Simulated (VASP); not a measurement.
The system is PbO2.

```
Pb O
1.0
     0.00000    2.70199    2.70199
     2.70199    0.00000    2.70199
     2.70199    2.70199    0.00000
Pb O
1 2
Direct
  0.00000 0.00000 0.00000
  0.75000 0.75000 0.75000
  0.25000 0.25000 0.25000
```

```yaml
Program: VASP 6.6.1
Task: relaxation of cell and atoms
Functional: RPBE
Potentials_or_basis: VASP PAW PBE potentials, release 64 (Pb_d, O)
Cutoff: 600 eV
k_mesh: 9 × 9 × 9
Occupations: fermi-dirac, width 0.05 eV
Spin: no spin polarisation
```

At the start: pressure 4.3 GPa; volume 13.15 Å³/atom.

Problem. How do energy, volume and symmetry change on relaxing?

Solution. Over 3 steps the energy falls by 5.8 meV/atom and the volume is 13.60 Å³/atom (+3.4 %); space group Fm-3m (No. 225, to 0.1 Å) before and after.

The path:
```
step  energy change (eV)  largest force (eV/Å)  pressure (GPa)  volume (Å³)
   1              0.0000                0.0000            4.29        39.45
   2             -0.0128                0.0000           -1.96        41.50
   3             -0.0173                0.0000            0.00        40.79
```

Final structure:
```cif
data_structure
_symmetry_space_group_name_H-M 'P 1'
_symmetry_Int_Tables_number 1
_cell_length_a 3.8638
_cell_length_b 3.8638
_cell_length_c 3.8638
_cell_angle_alpha 60.000
_cell_angle_beta 60.000
_cell_angle_gamma 60.000
_cell_volume 40.79
loop_
_atom_site_label
_atom_site_type_symbol
_atom_site_fract_x
_atom_site_fract_y
_atom_site_fract_z
_atom_site_occupancy
Pb1 Pb 0.00000 0.00000 0.00000 1
O1 O 0.75000 0.75000 0.75000 1
O2 O 0.25000 0.25000 0.25000 1
```

Caveat: the PAW data sets were made with another functional, which shifts forces and pressure a little.
